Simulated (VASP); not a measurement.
Se, 2 atoms in the cell. It takes space group Fd-3m (No. 227, cubic). Conventional cell: a = 6.405 Å, b = 6.405 Å, c = 6.405 Å, α = 90.00°, β = 90.00°, γ = 90.00°. Within 3.7 Å of Se (site symmetry -43m) lie 4 Se at 2.77 Å.  This cell differs from its parent crystal: volume scaled by 0.96.

```yaml
Program: VASP 6.6.1
Task: single point
Functional: BLYP
Potentials_or_basis: VASP PAW PBE potentials, release 64 (Se)
Cutoff: 520 eV
k_mesh: 10 × 10 × 10
Occupations: fermi-dirac, width 0.1 eV
Spin: no spin polarisation
Dipole_correction: no
Further_INCAR_settings: ALGO = Normal; EDIFF = 1e-06; NBANDS = 13
```

Potentials or basis: VASP PAW PBE potentials, release 64 (Se).

Launch:

```bash
$ cat potpaw_PBE.64/Se/POTCAR > POTCAR
$ mpirun -np 1 vasp_std > vasp.out
```

Hardware: 1 thread of Intel(R) Xeon(R) 6975P-C (Granite Rapids) (shared host).

**Question.** How long does it take, and how much memory?

**Answer.** Wall time 26 s on 1 thread of Intel(R) Xeon(R) 6975P-C (Granite Rapids) (shared host), peak memory 0.21 GiB. Counts: scf iterations 11, k points 47.
